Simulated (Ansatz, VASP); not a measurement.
**Two plane-wave programs on TaPb2**

```xyz
3
Lattice="5.3879 0.0000 0.0000 -2.6940 4.6661 0.0000 0.0000 0.0000 2.9973" Properties=species:S:1:pos:R:3 pbc="T T T"
Ta    0.0000    0.0000    0.0000
Pb    0.0000    3.1107    1.4986
Pb    2.6940    1.5554    1.4986
```

Alike in both runs: functional PBE; k mesh 6 × 6 × 6; occupations gaussian, width 0.1 eV; no spin polarisation.

Ansatz relaxed the structure, and its values are those at the end. VASP's run is a single point on that final structure, the one shown.

|  | VASP | Ansatz |
| --- | --- | --- |
| version | VASP 6.6.1 | Ansatz 0.2.0 |
| potentials or method | VASP PAW PBE potentials, release 64 (Ta_pv, Pb_d), cutoff 520 eV | scalar-relativistic, plane waves, PAW |
| valence electrons in the cell | 39 | 41 |

|  | VASP | Ansatz | Ansatz less VASP |
| --- | --- | --- | --- |
| gap on the k mesh at the Fermi level (eV) | none | none | - |
| pressure (GPa) | 0.0 | 0.0 | +0.04 |

A gap of «none» marks a metal or a gap that the smearing closes. VASP's potentials hold 39 valence electrons a cell and Ansatz's 41, so a difference there can come from the potentials and not from the codes.

Neither program's run includes spin-orbit coupling.
